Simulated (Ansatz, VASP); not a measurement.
**Two plane-wave programs on Ni**

File INCAR:

```
ALGO = Normal ; EDIFF = 1E-6
ENCUT = 520 ; GGA = PS
ISIF = 2 ; ISMEAR = -1
LASPH = True ; LCHARG = True
LELF = True ; LREAL = False
LVHAR = True ; LWAVE = False
NBANDS = 11 ; NELM = 80
PREC = Accurate ; SIGMA = 0.1
```

Contents of KPOINTS:

```
k-points
0
Gamma
  26 26 26
```

POSCAR

```
Ni
1.0
    0.0000000000      1.7296566487      1.7296566487
    1.7296566487      0.0000000000      1.7296566487
    1.7296566487      1.7296566487      0.0000000000
Ni
1
Direct
    0.0000000000      0.0000000000      0.0000000000
```

Input for Ansatz:

```yaml
crystal:
  lattice:
    - [0.0, 1.7296566487, 1.7296566487]
    - [1.7296566487, 0.0, 1.7296566487]
    - [1.7296566487, 1.7296566487, 0.0]
  atoms:
    - { symbol: Ni, position: [0.0, 0.0, 0.0] }
hamiltonian:
  xc: pbesol
  pseudopotentials:
    kind: paw
    azcp:
      Ni: "pseudopotentials/Ni.paw.azcp"
basis:
  ecutwfc: 420
  fft_grid_basis: typed
kpoints:
  mp_grid: { grid: [26, 26, 26], shift: [0, 0, 0] }
magnetization:
  spin_polarized: false
scf:
  occupations: { method: fermi_dirac, width: 0.1 }
output:
  stress: true
```

Alike in both runs: task single point; functional PBEsol; k mesh 26 × 26 × 26; occupations fermi-dirac, width 0.1 eV; no spin polarisation.

|  | VASP | Ansatz |
| --- | --- | --- |
| version | VASP 6.6.1 | Ansatz 0.2.0 |
| potentials or method | VASP PAW PBE potentials, release 64 (Ni), cutoff 520 eV | plane waves (420 eV) with PAW, scalar-relativistic |
| valence electrons in the cell | 10 | 18 |

|  | VASP | Ansatz | Ansatz less VASP |
| --- | --- | --- | --- |
| pressure (GPa) | 0.1 | 0.1 | -0.03 |

VASP's potentials were made for PBE, not for PBEsol, and Ansatz warns of the same on its side. VASP's potentials hold 10 valence electrons a cell and Ansatz's 18, so a difference there can come from the potentials and not from the codes.
